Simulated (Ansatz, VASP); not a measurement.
**One calculation of TiTe2, two programs**

The input INCAR:

```
PREC = Accurate ; ENCUT = 520
EDIFF = 1E-8 ; ISMEAR = -1
SIGMA = 0.03 ; LREAL = F
LASPH = T ; NELM = 60
ALGO = Normal ; ISIF = 2
LWAVE = F ; LCHARG = F
GGA = PS ; LEFG = T
NBANDS = 19
```

Contents of KPOINTS:

```
Automatic mesh
0
Gamma
  13 13 7
```

The input POSCAR:

```
TiTe2
1.0
    3.7770008876      0.0377700089      0.0377700089
   -1.8557906566      3.2520937144      0.0138247828
    0.0649800000      0.0649800000      6.4980000000
Ti Te
1 2
Direct
    0.0000000000      0.0000000000      0.0000000000
    0.6666666667      0.3333333333      0.2628000000
    0.3333333333      0.6666666667      0.7372000000
```

Input for Ansatz:

```yaml
crystal:
  lattice:
    - [3.7770008876, 0.0377700089, 0.0377700089]
    - [-1.8557906566, 3.2520937144, 0.0138247828]
    - [0.06498, 0.06498, 6.498]
  atoms:
    - { symbol: Ti, position: [0.0, 0.0, 0.0] }
    - { symbol: Te, position: [0.6666666667, 0.3333333333, 0.2628] }
    - { symbol: Te, position: [0.3333333333, 0.6666666667, 0.7372] }
kpoints:
  mp_grid: { grid: [13, 13, 7] }
scf:
  occupations: { method: fermi_dirac, width: 0.03 }
hamiltonian:
  xc: pbesol
  pseudopotentials: { kind: all_electron, datasets: crystal }
output:
  forces: true
  stress: true
  eigenvalues: true
  efg: { contact_densities: true }
```

Change from the starting cell: equal xy, yz and zx shear strains of +2 %, crystal datasets.

Alike in both runs: task electric field gradients; functional PBEsol; k mesh 13 × 13 × 7; occupations fermi-dirac, width 0.03 eV; no spin polarisation.

```csv
,VASP,Ansatz
version,VASP 6.6.1,Ansatz 0.2.0
potentials or method,"VASP PAW PBE potentials, release 64 (Ti_sv, Te), cutoff 520 eV","all-electron PAW with datasets made for the crystal, scalar-relativistic"
```

```csv
,VASP,Ansatz,Ansatz less VASP
pressure (GPa),-2.1,-2.1,-0.05
"traceless stress, the component that is largest in VASP (GPa)",-1.36,-1.36,+0.004
rms of the force components (eV/Å),0.101,0.103,+0.0027
size of Vzz on the site where it differs most (V/Å²),66.1,70.0,+3.85
```

VASP's potentials were made for PBE, not for PBEsol. Atom by atom the forces differ by 0.009 eV/Å (rms over components). Ansatz ran all-electron here, and VASP with PAW potentials.

Spin-orbit coupling is off throughout.
